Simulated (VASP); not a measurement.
A run of VASP 6.6.1:

Contents of INCAR:

```
ALGO = Normal
EDIFF = 1E-6
ENCUT = 600
GGA = PS
GGA_COMPAT = False
ISIF = 2
ISMEAR = -1
IVDW = 12
LASPH = True
LCHARG = True
LELF = True
LREAL = False
LVHAR = True
LWAVE = False
NBANDS = 11
NELM = 120
PREC = Accurate
SIGMA = 0.05
```

Contents of KPOINTS:

```
k-points
0
Gamma
  10 10 10
```

Contents of POSCAR:

```
SiC
1.0
    0.0000000000      2.1659727338      2.1659727338
    2.1659727338      0.0000000000      2.1659727338
    2.1659727338      2.1659727338      0.0000000000
Si C
1 1
Direct
    0.0000000000      0.0000000000      0.0000000000
    0.7500000000      0.7500000000      0.7500000000
```

Potentials or basis: VASP PAW PBE potentials, release 64 (Si, C).

Command:

```sh
$ cat potpaw_PBE.64/Si/POTCAR potpaw_PBE.64/C/POTCAR > POTCAR
$ mpirun -np 1 vasp_std > vasp.out
```

Hardware: 1 thread of AMD EPYC 7R43 64-Core Processor (Zen 3) (shared host).

Question: How long does it take, and how much memory?

Answer: Wall time 18 s on 1 thread of AMD EPYC 7R43 64-Core Processor (Zen 3), with other jobs on the host, peak memory 0.12 GiB. Counts: scf iterations 12, k points 47.
